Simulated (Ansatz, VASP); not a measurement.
One calculation of TlOs, two programs

```xyz
2
Lattice="1.5374 -0.8876 4.3915 0.0000 1.7753 4.3915 -1.5374 -0.8876 4.3915" Properties=species:S:1:pos:R:3 pbc="T T T"
Os    0.0000    0.0000    0.0000
Tl    0.0000    0.0000    6.5873
```

Alike in both runs: task single point; functional PBE; k mesh 12 × 12 × 12; occupations fermi-dirac, width 0.05 eV; no spin polarisation.

|  | VASP | Ansatz |
| --- | --- | --- |
| version | VASP 6.6.1 | Ansatz 0.2.0 |
| potentials or method | VASP PAW PBE potentials, release 64 (Os, Tl_d), cutoff 520 eV | all-electron LAPW, scalar-relativistic |

Ansatz gave:

* pressure (GPa): 4.5
* traceless stress, the component that is largest in VASP (GPa): 1.27

Question: Estimate VASP's values.

Answer: Pressure (GPa): 4.4; traceless stress, the component that is largest in VASP (GPa): 1.09.

Ansatz ran all-electron here, and VASP with PAW potentials.

Spin-orbit coupling is off throughout.
